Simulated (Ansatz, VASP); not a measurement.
**Two plane-wave programs on CsPbCl3**

```xyz
5
Lattice="5.6050 0.0000 0.0000 0.0000 5.6050 0.0000 0.0000 0.0000 5.6050" Properties=species:S:1:pos:R:3 pbc="T T T"
Cs    0.0000    0.0000    0.0000
Pb    2.8025    2.8025    2.8025
Cl    0.0000    2.8025    2.8025
Cl    2.8025    0.0000    2.8025
Cl    2.8025    2.8025    0.0000
```

Alike in both runs: task single point; functional PBE; k mesh 6 × 6 × 6; occupations gaussian, width 0.05 eV; no spin polarisation.

|  | VASP | Ansatz |
| --- | --- | --- |
| version | VASP 6.6.1 | Ansatz 0.2.0 |
| potentials or method | VASP PAW PBE potentials, release 64 (Cs_sv, Pb_d, Cl), cutoff 520 eV | scalar-relativistic, plane waves, PAW |
| valence electrons in the cell | 44 | 44 |

|  | VASP | Ansatz | Ansatz less VASP |
| --- | --- | --- | --- |
| gap on the k mesh at the Fermi level (eV) | 1.94 | 1.93 | -0.010 |
| least direct gap on the mesh (eV) | 1.94 | 1.93 | -0.010 |
| pressure (GPa) | 1.7 | 1.8 | +0.05 |

With one functional, cell and mesh, what is left measures potentials, basis and numerics.

Neither program's run includes spin-orbit coupling.
